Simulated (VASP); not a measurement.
TlBr: single point with LDA

The system is TlBr.

```
Tl Br
1.0
     3.94619    0.00000    0.00000
     0.00000    3.94619    0.00000
     0.00000    0.00000    3.94619
Tl Br
1 1
Direct
  0.00000 0.00000 0.00000
  0.50000 0.50000 0.50000
```

```json
{
 "Program": "VASP 6.6.1",
 "Task": "single point",
 "Functional": "LDA",
 "Potentials or basis": "VASP PAW LDA potentials, release 64 (Tl_d, Br)",
 "Cutoff": "500 eV",
 "k mesh": "4 × 4 × 4",
 "Occupations": "gaussian, width 0.01 eV",
 "Spin": "no spin polarisation",
 "Dipole correction": "no",
 "Further INCAR settings": "ALGO = Normal; EDIFF = 1e-06; NBANDS = 17"
}
```

```json
{"Pressure": "-2.0 GPa", "Band gap on the k mesh": "1.57 eV, direct"}
```

Levels at points of the mesh, in eV from the valence-band top:
```tsv
k point	band 6	band 7	band 8	band 9	band 10	band 11	band 12	band 13	band 14	band 15
(0.00, 0.00, 0.00)	-9.97	-4.85	-1.42	-1.42	-1.42	6.77	6.77	7.15	7.15	7.15
(0.50, 0.00, 0.00)	-9.96	-5.81	-0.87	-0.87	0.00	1.57	5.59	5.59	7.75	10.21
(0.50, 0.50, 0.00)	-9.90	-3.92	-3.17	-3.17	-0.78	4.74	4.74	7.29	7.49	10.30
(0.50, 0.50, 0.50)	-9.90	-2.84	-2.06	-2.06	-2.06	1.83	1.83	1.83	12.75	12.75
```

It took 4.2 s on 1 thread of Intel(R) Xeon(R) 6975P-C (Granite Rapids), with other jobs on the host, peak memory 0.15 GiB.

Caveat: spin-orbit coupling is left out, which moves the levels of the heavy elements. A k mesh can miss the band edges.
